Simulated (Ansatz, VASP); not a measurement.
# Two plane-wave programs on W

POSCAR

```
W
1.0
    0.0000000000      2.0163754284      2.0163754284
    2.0163754284      0.0000000000      2.0163754284
    2.0163754284      2.0163754284      0.0000000000
W
1
Direct
    0.0000000000      0.0000000000      0.0000000000
```

INCAR.step1

```
SYSTEM = W
  PREC = Accurate
  ENCUT = 520
  ISMEAR = 1
  SIGMA = 0.1
  LREAL = .FALSE.
  LASPH = .TRUE.
  NELM = 100
  NBANDS = 13
  GGA = PE
  ALGO = Normal
  EDIFF = 1E-4
  LWAVE = .TRUE.
  LCHARG = .FALSE.
```

File INCAR.step2:

```
SYSTEM = W
  PREC = Accurate
  ENCUT = 520
  EDIFF = 1E-7
  ISMEAR = 1
  SIGMA = 0.1
  LREAL = .FALSE.
  LASPH = .TRUE.
  NELM = 100
  ALGO = Normal
  ISIF = 2
  LWAVE = .FALSE.
  LCHARG = .FALSE.
  METAGGA = R2SCAN
  LMIXTAU = .TRUE.
  NBANDS = 13
  ISTART = 1
```

File KPOINTS:

```
regular mesh
0
G
  10 10 10
  0 0 0
```

Input for Ansatz:

```yaml
crystal:
  lattice:
    - [0.0, 2.016375428409915, 2.016375428409915]
    - [2.016375428409915, 0.0, 2.016375428409915]
    - [2.016375428409915, 2.016375428409915, 0.0]
  atoms:
    - { symbol: W, position: [0.0, 0.0, 0.0] }
basis:
  ecutwfc: 612.25619053473
kpoints:
  mp_grid:
    grid: [10, 10, 10]
hamiltonian:
  xc: r2scan
scf:
  occupations:
    method: cold
output:
  stress: true
```

Alike in both runs: task single point; functional r2SCAN; k mesh 10 × 10 × 10; no spin polarisation.

|  | VASP | Ansatz |
| --- | --- | --- |
| version | VASP 6.6.1 | Ansatz 0.2.0 |
| potentials or method | VASP PAW PBE potentials, release 64 (W_sv), cutoff 520 eV | plane waves, PAW |
| occupations | methfessel-paxton of order 1, width 0.1 eV | cold |
| valence electrons in the cell | 14 | 14 |

Ansatz gave:

| Item | Value |
| --- | --- |
| pressure (GPa) | -2.8 |

Which values does VASP return?

Pressure (GPa): -1.7.

VASP's potentials were made for PBE, not for r2SCAN.

Spin-orbit coupling is off throughout.
